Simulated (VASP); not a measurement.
# SnO2 (I4_1/amd) in VASP: single point with r2SCAN

Aim: the single point of SnO2 with r2SCAN.

All numbers are computed with VASP 6.6.1; they aren't measurements. Logs are shortened: lines on timing, memory, paths and dates and some standing lists are left out, and cuts for length are marked.

## (1) The cell of the first run

It takes space group I4_1/amd (No. 141, tetragonal). Conventional cell: a = 3.999 Å, b = 3.999 Å, c = 10.203 Å, α = 90.00°, β = 90.00°, γ = 90.00°. Within 2.7 Å of Sn (site symmetry -4m2) lie 6 O at 2.05 to 2.08 Å. O (site symmetry 2mm) has 3 Sn at 2.05 to 2.08 Å and 2 O at 2.56 Å within 2.7 Å.

## (2) Single point, r2SCAN

Contents of POSCAR:

```
SnO2
1.0
   -1.9996377157      1.9996377157      5.1012500794
    1.9996377157     -1.9996377157      5.1012500794
    1.9996377157      1.9996377157     -5.1012500794
Sn O
2 4
Direct
    0.7500000000      0.2500000000      0.5000000000
    0.0000000000      0.0000000000      0.0000000000
    0.7963395990      0.7963395990      0.0000000000
    0.9536604010      0.4536604010      0.5000000000
    0.2036604010      0.2036604010      0.0000000000
    0.5463395990      0.0463395990      0.5000000000
```

Contents of INCAR.step1:

```
SYSTEM = SnO2
ALGO = Normal
EDIFF = 1E-4
ENCUT = 520
GGA = PE
ISMEAR = 0
LASPH = .TRUE.
LCHARG = .FALSE.
LREAL = .FALSE.
LWAVE = .TRUE.
NBANDS = 35
NELM = 60
PREC = Accurate
SIGMA = 0.01
```

Contents of INCAR.step2:

```
SYSTEM = SnO2
ALGO = Normal
EDIFF = 1E-6
ENCUT = 520
ISIF = 2
ISMEAR = 0
ISTART = 1
LASPH = .TRUE.
LCHARG = .FALSE.
LMIXTAU = .TRUE.
LREAL = .FALSE.
LWAVE = .FALSE.
METAGGA = R2SCAN
NBANDS = 35
NELM = 60
PREC = Accurate
SIGMA = 0.01
```

Contents of KPOINTS:

```
k-points
0
G
  10 10 10
  0 0 0
```

Potentials or basis: VASP PAW PBE potentials, release 64 (Sn_d, O).

Command:

```console
$ cat potpaw_PBE.64/Sn_d/POTCAR potpaw_PBE.64/O/POTCAR > POTCAR
$ cp INCAR.step1 INCAR
$ mpirun -np 1 vasp_std > vasp.out
$ cp INCAR.step2 INCAR
$ mpirun -np 1 vasp_std > vasp.out
```

OUTCAR:

```text
SYSTEM = SnO2
   EDIFF = 1E-6
   ENCUT = 520
   ISIF = 2
   ISMEAR = 0
   ISTART = 1
   LASPH = .TRUE.
   LREAL = .FALSE.
   METAGGA = R2SCAN
   NELM = 60
   PREC = Accurate

 ion  position               nearest neighbor table
   1  0.750  0.250  0.500-   3 2.05   5 2.05   3 2.05   5 2.05   4 2.08   6 2.08   2 3.24   2 3.24
                             2 3.24   2 3.24
   2  0.000  0.000  0.000-   6 2.05   4 2.05   6 2.05   4 2.05   3 2.08   5 2.08   1 3.24   1 3.24
                             1 3.24   1 3.24
   3  0.796  0.796  0.000-   1 2.05   1 2.05   2 2.08
   4  0.954  0.454  0.500-   2 2.05   2 2.05   1 2.08
   5  0.204  0.204  0.000-   1 2.05   1 2.05   2 2.08
   6  0.546  0.046  0.500-   2 2.05   2 2.05   1 2.08

  LATTYP: Found a body centered tetragonal cell.
 ALAT       =     3.9992754314
 C/A-ratio  =     2.5510871491

  Lattice vectors:

 A1 = (  -1.9996377157,   1.9996377157,   5.1012500794)
 A2 = (   1.9996377157,  -1.9996377157,   5.1012500794)
 A3 = (   1.9996377157,   1.9996377157,  -5.1012500794)

Analysis of symmetry for initial positions (statically):
=====================================================================
 Subroutine PRICEL returns:
 Original cell was already a primitive cell.

 Routine SETGRP: Setting up the symmetry group for a
 body centered tetragonal supercell.

 Subroutine GETGRP returns: Found 16 space group operations
 (whereof  8 operations were pure point group operations)
 out of a pool of 16 trial point group operations.

The static configuration has the point symmetry D_2d.
 The point group associated with its full space group is D_4h.

Analysis of symmetry for dynamics (positions and initial velocities):
=====================================================================
 Subroutine PRICEL returns:
 Original cell was already a primitive cell.

 Routine SETGRP: Setting up the symmetry group for a
 body centered tetragonal supercell.

 Subroutine GETGRP returns: Found 16 space group operations
 (whereof  8 operations were pure point group operations)
 out of a pool of 16 trial point group operations.

The dynamic configuration has the point symmetry D_2d.
 The point group associated with its full space group is D_4h.

 Subroutine INISYM returns: Found 16 space group operations
 (whereof  8 operations are pure point group operations),
 and found     1 'primitive' translations

----------------------------------------------------------------------------------------

                                     Primitive cell

  volume of cell :      81.5904

  direct lattice vectors                    reciprocal lattice vectors
    -1.999637716  1.999637716  5.101250079     0.000000000  0.250045294  0.098015191
     1.999637716 -1.999637716  5.101250079     0.250045294  0.000000000  0.098015191
     1.999637716  1.999637716 -5.101250079     0.250045294  0.250045294  0.000000000

  length of vectors
     5.832654144  5.832654144  5.832654144     0.268569594  0.268569594  0.353617446

  position of ions in fractional coordinates (direct lattice)
     0.750000000  0.250000000  0.500000000
     0.000000000  0.000000000  0.000000000
     0.796339599  0.796339599  0.000000000
     0.953660401  0.453660401  0.500000000
     0.203660401  0.203660401  0.000000000
     0.546339599  0.046339599  0.500000000

  ion indices of the primitive-cell ions
   primitive index   ion index
                 1           1
                 2           2
                 3           3
                 4           4
                 5           5
                 6           6

----------------------------------------------------------------------------------------

 KPOINTS: k-points

Automatic generation of k-mesh.
 Grid dimensions read from file:
 generate k-points for:   10   10   10

 Generating k-lattice:

  Cartesian coordinates                     Fractional coordinates (reciprocal lattice)
     0.000000000  0.025004529  0.009801519     0.100000000  0.000000000  0.000000000
     0.025004529  0.000000000  0.009801519     0.000000000  0.100000000  0.000000000
     0.025004529  0.025004529  0.000000000     0.000000000  0.000000000  0.100000000

  Length of vectors
     0.026856959  0.026856959  0.035361745

  Shift w.r.t. Gamma in fractional coordinates (k-lattice)
     0.000000000  0.000000000  0.000000000

 Subroutine IBZKPT returns following result:
 ===========================================

 Found    102 irreducible k-points:

 Following reciprocal coordinates:
            Coordinates               Weight
  0.000000  0.000000  0.000000      1.000000
  0.100000  0.000000  0.000000      8.000000
  0.200000  0.000000  0.000000      8.000000
  0.300000  0.000000  0.000000      8.000000
  0.400000  0.000000  0.000000      8.000000
  0.500000  0.000000  0.000000      4.000000
[... 16 lines left out ...]
  0.300000  0.300000  0.000000      8.000000
  0.400000  0.300000  0.000000     16.000000
 [... further k-points ...]
   k-points           NKPTS =    102   k-points in BZ     NKDIM =    102   number of bands    NBANDS=     35
   number of dos      NEDOS =    301   number of ions     NIONS =      6
   total plane-waves  NPLWV = 110592
   dimension x,y,z NGX =    48 NGY =   48 NGZ =   48
   dimension x,y,z NGXF=    96 NGYF=   96 NGZF=   96
   ions per type =               2   4
   NGX,Y,Z   is equivalent  to a cutoff of  13.68, 13.68, 13.68 a.u.
   NGXF,Y,Z  is equivalent  to a cutoff of  27.36, 27.36, 27.36 a.u.
 SYSTEM =  SnO2
   PREC   = accura    normal or accurate (medium, high low for compatibility)
   ISTART =      1    job   : 0-new  1-cont  2-samecut
   ICHARG =      0    charge: 1-file 2-atom 10-const
   ISPIN  =      1    spin polarized calculation?
   LNONCOLLINEAR =      F non collinear calculations
   LSORBIT =      F    spin-orbit coupling
   LASPH  =      T    aspherical Exc in radial PAW
   ENCUT  =  520.0 eV  38.22 Ry    6.18 a.u.  10.84 10.84 10.84*2*pi/ulx,y,z
   NELM   =     60;   NELMIN=  2; NELMDL=  0     # of ELM steps
   EDIFF  = 0.1E-05   stopping-criterion for ELM
   LREAL  =      F    real-space projection
   EDIFFG = 0.1E-04   stopping-criterion for IOM
   NSW    =      0    number of steps for IOM
   IBRION =     -1    ionic relax: 0-MD 1-quasi-New 2-CG
   NFREE  =      0    steps in history (QN), initial steepest desc. (CG)
   ISIF   =      2    stress and relaxation
   ISYM   =      2    0-nonsym 1-usesym 2-fastsym
   POTIM  = 0.5000    time-step for ionic-motion
   TEBEG  =    0.0;   TEEND  =   0.0 temperature during run
   PSTRESS=    0.0 pullay stress
   NELECT =      52.0000    total number of electrons
   NUPDOWN=      -1.0000    fix difference up-down
   EMIN   =  10.00;   EMAX   =-10.00  energy-range for DOS
   EFERMI =   0.00;   METHOD = LEGACY
   ISMEAR =     0;   SIGMA  =   0.01  broadening in eV -4-tet -1-fermi 0-gaus
   EFERMI_NEDOS =   21; number of points for ismear=-14 and -15
   IALGO  =     38    algorithm
   IMIX   =      4    mixing-type and parameters
     AMIX     =   0.40;   BMIX     =  1.00
     AMIX_MAG =   1.60;   BMIX_MAG =  1.00
  volume/ion in A,a.u.               =      13.60        91.77
  Fermi-wavevector in a.u.,A,eV,Ry     =   1.408844  2.662329 27.005402  1.984841
  Thomas-Fermi vector in A             =   2.530960
   LORBIT       =      0    0 simple, 1 ext, 2 COOP (PROOUT), +10 PAW based schemes
   METAGGA = R2SCAN    functional components
   LHFCALC =     F    Hartree Fock is set to
   AEXX    =    0.0000 exact exchange contribution
   IVDW    =     0    specifies the selected vdW correction
   LEPSILON=     F    determine dielectric tensor
   LRPA    =     F    only Hartree local field effects (RPA)
 non-spin polarized calculation
 Gauss-broadening in eV      SIGMA  =   0.01
  energy-cutoff  :      520.00
  volume of cell :       81.59
 maximum number of plane-waves:      2242
 NGX is ok and might be reduce to    48
   NGX = 21   NGY = 21   NGZ = 21

 number of electron      52.0000004 magnetization

 Free energy of the ion-electron system (eV)
  ---------------------------------------------------
  ext. energy  EPLUGINS =         0.00000000
  ---------------------------------------------------
  free energy    TOTEN  =       -84.10613789 eV

  energy without entropy =      -84.10613789  energy(sigma->0) =      -84.10613789

 E-fermi :   3.7385     XC(G=0): -11.0742

 val. band max:        3.6615202896   @ k =   0.3000   0.3000   0.2000
 cond. band min:       6.0208667106   @ k =   0.0000   0.0000   0.0000
 fundamental gap:      2.3593464210
 Fermi energy:         3.7384508724

 k-point     1 :       0.0000    0.0000    0.0000
  band No.  band energies     occupation
      1     -17.3889      2.00000
      2     -17.3566      2.00000
      3     -17.1944      2.00000
      4     -16.5112      2.00000
      5     -16.3390      2.00000
      6     -16.3390      2.00000
[... 27 lines left out ...]
     34      16.8034      0.00000
     35      17.1278      0.00000

 k-point     2 :       0.1000    0.0000    0.0000
  band No.  band energies     occupation
      1     -17.4093      2.00000
      2     -17.2952      2.00000
      3     -17.1794      2.00000
      4     -16.5168      2.00000
      5     -16.3414      2.00000
      6     -16.3375      2.00000
[... 27 lines left out ...]
     34      16.4644      0.00000
     35      16.9436      0.00000

 k-point     3 :       0.2000    0.0000    0.0000
  band No.  band energies     occupation
      1     -17.4122      2.00000
      2     -17.2162      2.00000
      3     -17.1045      2.00000
      4     -16.5315      2.00000
      5     -16.3473      2.00000
      6     -16.3351      2.00000
[... 27 lines left out ...]
     34      16.1311      0.00000
     35      16.5291      0.00000

 k-point     4 :       0.3000    0.0000    0.0000
  band No.  band energies     occupation
      1     -17.4063      2.00000
      2     -17.1700      2.00000
      3     -16.9614      2.00000
      4     -16.5504      2.00000
      5     -16.3542      2.00000
      6     -16.3342      2.00000
[... 27 lines left out ...]
     34      16.1475      0.00000
     35      16.3308      0.00000

 k-point     5 :       0.4000    0.0000    0.0000
  band No.  band energies     occupation
      1     -17.4019      2.00000
      2     -17.1389      2.00000
      3     -16.8306      2.00000
      4     -16.5673      2.00000
      5     -16.3593      2.00000
      6     -16.3318      2.00000
[... 638 lines left out ...]
 k-point    22 :      -0.2000    0.2000    0.0000
  band No.  band energies     occupation
      1     -17.2992      2.00000
      2     -17.1563      2.00000
      3     -17.0059      2.00000
      4     -16.6377      2.00000
      5     -16.3524      2.00000
      6     -16.3139      2.00000
[... 27 lines left out ...]
     34      15.9329      0.00000
     35      16.3670      0.00000

 k-point    23 :       0.3000    0.3000    0.0000
  band No.  band energies     occupation
      1     -17.2546      2.00000
      2     -17.1023      2.00000
      3     -16.7385      2.00000
      4     -16.4466      2.00000
      5     -16.4154      2.00000
      6     -16.2920      2.00000
[... 27 lines left out ...]
     34      15.8865      0.00000
     35      16.9664      0.00000

 k-point    24 :       0.4000    0.3000    0.0000
  band No.  band energies     occupation
      1     -17.1920      2.00000
      2     -17.0458      2.00000
      3     -16.6651      2.00000
      4     -16.4588      2.00000
      5     -16.4223      2.00000
      6     -16.2725      2.00000
[... 27 lines left out ...]
     34      15.9150      0.00000
     35      17.2717      0.00000

 [... further k-points ...]
[... 5 lines left out ...]
  --------------------------------------------------------------------------------------
  -------------------------------------------------------------------------------------
  Total        0.4436480      0.4436480      0.6681457      0.0000000     -0.0000000      0.0000000
  in kB        8.7118392      8.7118392     13.1202616      0.0000000     -0.0000000      0.0000000
  external PRESSURE =      10.1813133 kB  Pullay stress =       0.0000000 kB

 VOLUME and BASIS-vectors are now :
 -----------------------------------------------------------------------------
  energy-cutoff  :      520.00
  volume of cell :       81.59
      direct lattice vectors                 reciprocal lattice vectors
    -1.999637716  1.999637716  5.101250079     0.000000000  0.250045294  0.098015191
     1.999637716 -1.999637716  5.101250079     0.250045294  0.000000000  0.098015191
     1.999637716  1.999637716 -5.101250079     0.250045294  0.250045294  0.000000000

 POSITION                                       TOTAL-FORCE (eV/Angst)
 -----------------------------------------------------------------------------------
      0.00000      1.99964      2.55063        -0.000000     -0.000000      0.000000
      0.00000      0.00000      0.00000        -0.000000     -0.000000     -0.000000
      0.00000      0.00000      8.12465         0.000000     -0.000000     -0.042441
      0.00000      1.99964      4.62847        -0.000000      0.000000      0.042441
      0.00000      0.00000      2.07785         0.000000     -0.000000      0.042441
     -0.00000      1.99964      0.47278        -0.000000      0.000000     -0.042441
 -----------------------------------------------------------------------------------
    total drift:                                0.000000     -0.000000     -0.000000

  FREE ENERGIE OF THE ION-ELECTRON SYSTEM (eV)
  ---------------------------------------------------
  free  energy   TOTEN  =       -84.1061378880 eV

  energy  without entropy=      -84.1061378880  energy(sigma->0) =      -84.10613789
```

Wall time 79 min (1 thread of Oxide Virtual Turin-like, shared host); peak memory 0.45 GiB.

Results:

```
Free energy            : -84.1061 eV
Pressure               : 1.0 GPa
Largest force          : 0.042 eV/Å
Band gap on the k mesh : 2.36 eV (least direct gap 2.77 eV)
```

Forces on the atoms (eV/Å):
```
Sn   0.000  0.000  0.000
Sn   0.000  0.000  0.000
O    0.000  0.000 -0.042
O    0.000  0.000  0.042
O    0.000  0.000  0.042
O    0.000  0.000 -0.042
```

Caveat: the PAW data sets were made with another functional, which shifts forces and pressure a little; spin-orbit coupling is left out, which moves the levels of the heavy elements.
